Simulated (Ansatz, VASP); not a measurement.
One calculation of Ir, two programs

```
CELL_PARAMETERS angstrom
2.64132 0.00000 0.00000
-1.32066 2.28745 0.00000
0.00000 0.00000 4.81927
ATOMIC_POSITIONS crystal
Ir 0.66667 0.33333 0.75000
Ir 0.33333 0.66667 0.25000
```

Change from the starting cell: strain -0.040 along x and y, +0.080 along z, atoms carried along.

Alike in both runs: task single point; functional PBE; k mesh 18 × 18 × 12; occupations gaussian, width 0.15 eV; no spin polarisation.

|  | VASP | Ansatz |
| --- | --- | --- |
| version | VASP 6.6.1 | Ansatz 0.2.0 |
| potentials or method | VASP PAW PBE potentials, release 64 (Ir), cutoff 520 eV | scalar-relativistic, plane waves, PAW |
| valence electrons in the cell | 18 | 34 |

```csv
,VASP,Ansatz,Ansatz less VASP
gap on the k mesh at the Fermi level (eV),none,none,-
pressure (GPa),6.5,5.9,-0.55
"traceless stress, the component that is largest in VASP (GPa)",-29.02,-29.02,-0.005
```

A gap of «none» marks a metal or a gap that the smearing closes. The functional is the same, so the differences come from potentials, cutoffs and numerics. VASP's potentials hold 18 valence electrons a cell and Ansatz's 34, so a difference there can come from the potentials and not from the codes.

Spin-orbit coupling is off throughout.
